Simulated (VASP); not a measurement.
A run of VASP 6.6.1 is set up as follows.

File INCAR:

```
SYSTEM = Si2W
PREC = Accurate
ENCUT = 520
EDIFF = 1E-6
ISMEAR = 0
SIGMA = 0.1
LREAL = .FALSE.
LASPH = .TRUE.
NELM = 60
ALGO = Normal
ISIF = 2
LWAVE = .FALSE.
LCHARG = .FALSE.
GGA = PS
NBANDS = 31
```

The input KPOINTS:

```
regular mesh
0
G
  12 12 6
  0 0 0
```

Contents of POSCAR:

```
Si2W
1.0
    3.3466120424      0.0000000000      0.0000000000
    0.0000000000      3.1664714421      0.0000000000
    0.0000000000      0.0000000000      7.7278055376
Si W
4 2
Direct
    0.0000000000      0.0000000000      0.3348015458
    0.5000000000      0.5000000000      0.1651984542
    0.5000000000      0.5000000000      0.8348015458
    0.0000000000      0.0000000000      0.6651984542
    0.0000000000      0.0000000000      0.0000000000
    0.5000000000      0.5000000000      0.5000000000
```

Potentials or basis: VASP PAW PBE potentials, release 64 (Si, W_sv).

Launch:

```bash
$ cat potpaw_PBE.64/Si/POTCAR potpaw_PBE.64/W_sv/POTCAR > POTCAR
$ mpirun -np 1 vasp_std > vasp.out
```

(1) What does it give for the band gap on the k mesh?

(2) Predict the pressure.

Results:

(1) zero (bands 22 and 23 overlap by 0.83 eV).

(2) -3.6 GPa.

Caveat: the cell differs from its parent crystal (uniaxial strain along a: +4.5 %); the stress differs along the axes, from -15 to 4 GPa; the PAW data sets were made with another functional, which shifts forces and pressure a little; spin-orbit coupling is left out, which moves the levels of the heavy elements.
